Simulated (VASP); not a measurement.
WS2, 9 atoms in the cell. Symmetry: R3m, No. 160, trigonal system. The conventional cell has a = 3.182 Å, b = 3.182 Å, c = 19.664 Å, α = 90.00°, β = 90.00°, γ = 120.00°. W (site symmetry 3m) has 6 S at 2.41 Å and 6 W at 3.18 Å within 3.2 Å. S (site symmetry 3m) has 3 W at 2.41 Å and 7 S at 3.12 to 3.18 Å within 3.2 Å. Within 3.2 Å of S (site symmetry 3m) lie 3 W at 2.41 Å and 7 S at 3.12 to 3.18 Å. 

* Program: VASP 6.6.1
* Task: single point
* Functional: r2SCAN
* Potentials or basis: VASP PAW PBE potentials, release 64 (W_sv, S)
* Cutoff: 550 eV
* k mesh: 12 × 12 × 2
* Occupations: gaussian, width 0.02 eV
* Spin: no spin polarisation
* Dipole correction: no
* Further INCAR settings: ALGO = Normal; EDIFF = 1e-06; NBANDS = 49

Potentials or basis: VASP PAW PBE potentials, release 64 (W_sv, S).

Run with:

```bash
$ cat potpaw_PBE.64/W_sv/POTCAR potpaw_PBE.64/S/POTCAR > POTCAR
$ cp INCAR.step1 INCAR
$ mpirun -np 1 vasp_std > vasp.out
$ cp INCAR.step2 INCAR
$ mpirun -np 1 vasp_std > vasp.out
```

Hardware: 1 thread of Intel(R) Xeon(R) 6975P-C (Granite Rapids), with other jobs on the host.

How long does it take, and how much memory?

Wall time 9.7 min on 1 thread of Intel(R) Xeon(R) 6975P-C (Granite Rapids), on a shared host, peak memory 0.47 GiB. Counts: k points 38.
